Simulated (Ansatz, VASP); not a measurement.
**Two plane-wave programs on HCl**

```
H Cl
1.0
     0.00000    2.29367    2.29367
     2.29367    0.00000    2.29367
     2.29367    2.29367    0.00000
H Cl
1 1
Direct
  0.00000 0.00000 0.00000
  0.50000 0.50000 0.50000
```

Alike in both runs: task single point; functional PBEsol; k mesh 10 × 10 × 10; occupations gaussian, width 0.05 eV; no spin polarisation.

```csv
,VASP,Ansatz
version,VASP 6.6.1,Ansatz 0.2.0
potentials or method,"VASP PAW PBE potentials, release 64 (H, Cl), cutoff 500 eV","scalar-relativistic, plane waves, PAW"
valence electrons in the cell,8,8
```

|  | VASP | Ansatz | Ansatz less VASP |
| --- | --- | --- | --- |
| gap on the k mesh at the Fermi level (eV) | none | none | - |
| pressure (GPa) | -5.2 | -5.2 | -0.07 |

VASP's potentials were made for PBE, not for PBEsol. A gap of «none» marks a metal or a gap that the smearing closes. With one functional, cell and mesh, what is left measures potentials, basis and numerics.
